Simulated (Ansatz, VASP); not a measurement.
**Bi: VASP beside Ansatz**

```xyz
2
Lattice="3.5605 -3.1972 0.0000 3.5605 3.1972 0.0000 -1.2862 0.0000 2.9890" Properties=species:S:1:pos:R:3 pbc="T T T"
Bi    4.2598    0.0000    2.5627
Bi    1.5750    0.0000    0.4263
```

Change from the starting cell: strain_z_fixed_volume = -0.04.

Alike in both runs: functional PBE; k mesh 6 × 6 × 9; occupations fermi-dirac, width 0.05 eV; no spin polarisation.

|  | VASP | Ansatz |
| --- | --- | --- |
| version | VASP 6.6.1 | Ansatz 0.2.0 |
| potentials or method | VASP PAW PBE potentials, release 64 (Bi_d), cutoff 520 eV | all-electron LAPW, scalar-relativistic |
| task | single point | band structure |

|  | VASP | Ansatz | Ansatz less VASP |
| --- | --- | --- | --- |
| gap on the k mesh at the Fermi level (eV) | none | none | - |
| pressure (GPa) | 0.3 | 0.3 | +0.06 |
| traceless stress, the component that is largest in VASP (GPa) | 2.71 | 2.72 | +0.009 |
| rms of the force components (eV/Å) | 0.020 | 0.021 | +0.0009 |

Atom by atom the forces differ by 0.001 eV/Å (rms over components). A gap of «none» marks a metal or a gap that the smearing closes. Ansatz ran all-electron here, and VASP with PAW potentials.

Neither program's run includes spin-orbit coupling.
